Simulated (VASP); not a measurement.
# SnSe2 (P-3m1) in VASP: a series of runs, part 2 of 3

VASP 6.6.1. The steps go on from the part before.

## (3) Single point, PBE

INCAR reads:

```
SYSTEM = SnSe2
  PREC = Accurate
  ENCUT = 500
  EDIFF = 1E-6
  ISMEAR = 0
  SIGMA = 0.05
  LREAL = .FALSE.
  LASPH = .TRUE.
  NELM = 120
  ALGO = Normal
  ISIF = 2
  LWAVE = .FALSE.
  LCHARG = .TRUE.
  GGA = PE
  LELF = .TRUE.
  LVHAR = .TRUE.
  NBANDS = 20
  GGA_COMPAT = .FALSE.
```

KPOINTS reads:

```
regular mesh
0
G
  8 8 4
  0 0 0
```

POSCAR reads:

```
SnSe2
1.0
    3.8393021247      0.0000000000      0.0000000000
   -1.9196510623      3.3249331729      0.0000000000
    0.0000000000      0.0000000000      6.0468501537
Sn Se
1 2
Direct
    0.0000000000      0.0000000000      0.0000000000
    0.3333333333      0.6666666667      0.2638113996
    0.6666666667      0.3333333333      0.7361886004
```

Potentials or basis: VASP PAW PBE potentials, release 64 (Sn_d, Se).

Command:

```bash
> cat potpaw_PBE.64/Sn_d/POTCAR potpaw_PBE.64/Se/POTCAR > POTCAR
> mpirun -np 1 vasp_std > vasp.out
```

OUTCAR:

```text
SYSTEM = SnSe2
   PREC = Accurate
   ENCUT = 500
   EDIFF = 1E-6
   ISMEAR = 0
   LREAL = .FALSE.
   LASPH = .TRUE.
   NELM = 120
   ISIF = 2
   GGA = PE

 ion  position               nearest neighbor table
   1  0.000  0.000  0.000-   2 2.73   3 2.73   3 2.73   2 2.73   3 2.73   2 2.73
   2  0.333  0.667  0.264-   1 2.73   1 2.73   1 2.73
   3  0.667  0.333  0.736-   1 2.73   1 2.73   1 2.73

  LATTYP: Found a hexagonal cell.
 ALAT       =     3.8393021247
 C/A-ratio  =     1.5749867964

  Lattice vectors:

 A1 = (   3.8393021247,   0.0000000000,   0.0000000000)
 A2 = (  -1.9196510623,   3.3249331729,   0.0000000000)
 A3 = (   0.0000000000,   0.0000000000,   6.0468501537)

Analysis of symmetry for initial positions (statically):
=====================================================================
 Subroutine PRICEL returns:
 Original cell was already a primitive cell.

 Routine SETGRP: Setting up the symmetry group for a
 hexagonal supercell.

 Subroutine GETGRP returns: Found 12 space group operations
 (whereof 12 operations were pure point group operations)
 out of a pool of 24 trial point group operations.

The static configuration has the point symmetry D_3d.

Analysis of symmetry for dynamics (positions and initial velocities):
=====================================================================
 Subroutine PRICEL returns:
 Original cell was already a primitive cell.

 Routine SETGRP: Setting up the symmetry group for a
 hexagonal supercell.

 Subroutine GETGRP returns: Found 12 space group operations
 (whereof 12 operations were pure point group operations)
 out of a pool of 24 trial point group operations.

The dynamic configuration has the point symmetry D_3d.

 Subroutine INISYM returns: Found 12 space group operations
 (whereof 12 operations are pure point group operations),
 and found     1 'primitive' translations
[... 105 lines left out ...]
   POTIM  = 0.5000    time-step for ionic-motion
   TEBEG  =    0.0;   TEEND  =   0.0 temperature during run
   PSTRESS=    0.0 pullay stress
   NELECT =      26.0000    total number of electrons
   NUPDOWN=      -1.0000    fix difference up-down
   EMIN   =  10.00;   EMAX   =-10.00  energy-range for DOS
   EFERMI =   0.00;   METHOD = LEGACY
   ISMEAR =     0;   SIGMA  =   0.05  broadening in eV -4-tet -1-fermi 0-gaus
   EFERMI_NEDOS =   21; number of points for ismear=-14 and -15
   IALGO  =     38    algorithm
   IMIX   =      4    mixing-type and parameters
     AMIX     =   0.40;   BMIX     =  1.00
     AMIX_MAG =   1.60;   BMIX_MAG =  1.00
  volume/ion in A,a.u.               =      25.73       173.64
  Fermi-wavevector in a.u.,A,eV,Ry     =   1.139054  2.152501 17.652811  1.297445
  Thomas-Fermi vector in A             =   2.275758
   LORBIT       =      0    0 simple, 1 ext, 2 COOP (PROOUT), +10 PAW based schemes
   GGA     = PE    functional components
   LHFCALC =     F    Hartree Fock is set to
   AEXX    =    0.0000 exact exchange contribution
   IVDW    =     0    specifies the selected vdW correction
   LEPSILON=     F    determine dielectric tensor
   LRPA    =     F    only Hartree local field effects (RPA)
 non-spin polarized calculation
 Gauss-broadening in eV      SIGMA  =   0.05
  energy-cutoff  :      500.00
  volume of cell :       77.19
 maximum number of plane-waves:      1976
   NGX = 13   NGY = 13   NGZ = 23

 number of electron      26.0000016 magnetization

 Free energy of the ion-electron system (eV)
  ---------------------------------------------------
  ext. energy  EPLUGINS =         0.00000000
  ---------------------------------------------------
  free energy    TOTEN  =       -11.81183523 eV

  energy without entropy =      -11.81183523  energy(sigma->0) =      -11.81183523

 E-fermi :   4.5580     XC(G=0):  -9.5297

 val. band max:        4.2993727187   @ k =   0.1250   0.0000   0.0000
 cond. band min:       4.9084502411   @ k =   0.5000   0.0000   0.2500
 fundamental gap:      0.6090775223
 Fermi energy:         4.5580087606

 k-point     1 :       0.0000    0.0000    0.0000
  band No.  band energies     occupation
      1     -17.0391      2.00000
      2     -17.0391      2.00000
      3     -17.0050      2.00000
      4     -16.9939      2.00000
      5     -16.9939      2.00000
      6      -9.5587      2.00000
[... 541 lines left out ...]
     19      11.7412      0.00000
     20      14.0203      0.00000

 [... further k-points ...]
[... 5 lines left out ...]
  --------------------------------------------------------------------------------------
  -------------------------------------------------------------------------------------
  Total        1.1046744      1.1046744      1.0693347      0.0000000     -0.0000000      0.0000000
  in kB       22.9287532     22.9287532     22.1952397      0.0000000     -0.0000000      0.0000000
  external PRESSURE =      22.6842487 kB  Pullay stress =       0.0000000 kB

 VOLUME and BASIS-vectors are now :
 -----------------------------------------------------------------------------
  energy-cutoff  :      500.00
  volume of cell :       77.19
      direct lattice vectors                 reciprocal lattice vectors
     3.839302125  0.000000000  0.000000000     0.260464003  0.150378962  0.000000000
    -1.919651062  3.324933173  0.000000000     0.000000000  0.300757924  0.000000000
     0.000000000  0.000000000  6.046850154     0.000000000  0.000000000  0.165375357

 POSITION                                       TOTAL-FORCE (eV/Angst)
 -----------------------------------------------------------------------------------
      0.00000      0.00000      0.00000        -0.000000      0.000000      0.000000
     -0.00000      2.21662      1.59523        -0.000000      0.000000      0.001708
      1.91965      1.10831      4.45162         0.000000     -0.000000     -0.001708
 -----------------------------------------------------------------------------------
    total drift:                               -0.000000     -0.000000      0.000000

  FREE ENERGIE OF THE ION-ELECTRON SYSTEM (eV)
  ---------------------------------------------------
  free  energy   TOTEN  =       -11.8118352293 eV

  energy  without entropy=      -11.8118352293  energy(sigma->0) =      -11.81183523
```

OSZICAR:

```text
N       E                     dE             d eps       ncg     rms          rms(c)
DAV:   1     0.200136662941E+03    0.20014E+03   -0.11872E+04  1448   0.142E+03
DAV:   2     0.115944221944E+02   -0.18854E+03   -0.18121E+03  1500   0.382E+02
DAV:   3    -0.112401379241E+02   -0.22835E+02   -0.22258E+02  1724   0.113E+02
DAV:   4    -0.120433644508E+02   -0.80323E+00   -0.80191E+00  1668   0.222E+01
DAV:   5    -0.120623559894E+02   -0.18992E-01   -0.18990E-01  1924   0.355E+00    0.489E+00
DAV:   6    -0.118253315357E+02    0.23702E+00   -0.52020E-01  2116   0.722E+00    0.314E+00
DAV:   7    -0.118110564660E+02    0.14275E-01   -0.14237E-01  1628   0.229E+00    0.104E+00
DAV:   8    -0.118113065830E+02   -0.25012E-03   -0.11091E-02  1784   0.949E-01    0.270E-01
DAV:   9    -0.118117980840E+02   -0.49150E-03   -0.15074E-03  1612   0.287E-01    0.820E-02
DAV:  10    -0.118118068620E+02   -0.87780E-05   -0.12271E-04  1788   0.740E-02    0.322E-02
DAV:  11    -0.118118352932E+02   -0.28431E-04   -0.43564E-05  1532   0.367E-02    0.924E-03
DAV:  12    -0.118118352293E+02    0.63840E-07   -0.22609E-06  1588   0.110E-02
   1 F= -.11811835E+02 E0= -.11811835E+02  d E =-.158482E-14
```

stdout:

```text
POSCAR found type information on POSCAR SnSe
 POSCAR found :  2 types and       3 ions
 scaLAPACK will be used
 LDA part: xc-table for (Slater+PW92), standard interpolation
 POSCAR, INCAR and KPOINTS ok, starting setup
 FFT: planning ... GRIDC
 FFT: planning ... GRID_SOFT
 FFT: planning ... GRID
 WAVECAR not read
 entering main loop
```

Run time: 24 s. Hardware: 1 thread of Intel Xeon 6975P-C (Granite Rapids), shared host; peak memory 0.21 GiB.

Results:

| Property | Result |
| --- | --- |
| Free energy | -11.8118 eV |
| Pressure | 2.3 GPa |
| Band gap on the k mesh | 0.61 eV, indirect (least direct gap 0.86 eV) |

Caveat: spin-orbit coupling is left out, which moves the levels of the heavy elements; this functional lacks dispersion, which binds the layers, so the pressure and a relaxed spacing across them are unreliable.

## (4) Single point, RPBE

INCAR reads:

```
SYSTEM = SnSe2
PREC     = Accurate       ! precision mode
ENCUT    = 500            ! plane-wave cutoff, eV
EDIFF    = 1E-6           ! SCF threshold, eV
ISMEAR   = 0              ! smearing method
SIGMA    = 0.05           ! smearing width, eV
LREAL    = .FALSE.        ! projectors in reciprocal space
LASPH    = .TRUE.         ! aspherical terms in the spheres
NELM     = 120            ! most SCF steps
ALGO     = Normal         ! electronic algorithm
ISIF     = 2              ! what is computed and relaxed
LWAVE    = .FALSE.        ! write WAVECAR
LCHARG   = .FALSE.        ! write CHGCAR
GGA      = RP             ! functional
NBANDS   = 20             ! bands
GGA_COMPAT= .FALSE.
```

KPOINTS is that of step 3.

POSCAR reads:

```
SnSe2
1.0
    3.8393021248      0.0000000000      0.0000000000
   -1.9196510624      3.3249331729      0.0000000000
    0.0000000000      0.0000000000      6.0468501537
Sn Se
1 2
Direct
    0.0000000000      0.0000000000      0.0000000000
    0.3333333333      0.6666666667      0.2638113996
    0.6666666667      0.3333333333      0.7361886004
```

Command:

```bash
> cat potpaw_PBE.64/Sn_d/POTCAR potpaw_PBE.64/Se/POTCAR > POTCAR
> mpirun -np 1 vasp_std > vasp.out
```

Wall time 26 s (1 thread of Intel Xeon 6975P-C (Granite Rapids), shared host); peak memory 0.21 GiB.

It converged, with:

* Free energy: -10.7675 eV
* Pressure: 4.0 GPa
* Largest force: 0.018 eV/Å
* Band gap on the k mesh: 0.68 eV, indirect (least direct gap 0.97 eV)

Forces in eV/Å, atoms in the order of the input:
```
Sn   0.000  0.000  0.000
Se   0.000  0.000  0.018
Se   0.000  0.000 -0.018
```

Levels at points of the mesh, in eV from the valence-band top:
```csv
k point,band 10,band 11,band 12,band 13,band 14,band 15,band 16,band 17
"(0.00, 0.00, 0.00)",-0.65,-0.48,-0.48,-0.09,0.88,3.07,4.59,4.59
"(0.50, 0.00, 0.00)",-3.12,-2.57,-1.54,-0.33,1.19,3.66,5.03,5.20
"(0.00, 0.00, 0.50)",-0.80,-0.80,-0.23,-0.23,2.48,2.94,4.23,4.23
"(0.50, 0.00, 0.50)",-2.30,-2.00,-1.00,-0.89,0.71,4.07,4.65,5.82
```

Caveat: the PAW data sets were made with another functional, which shifts forces and pressure a little; spin-orbit coupling is left out, which moves the levels of the heavy elements; this functional lacks dispersion, which binds the layers, so the pressure and a relaxed spacing across them are unreliable. A k mesh can miss the band edges.

(Part 2 of 3 ends here.)
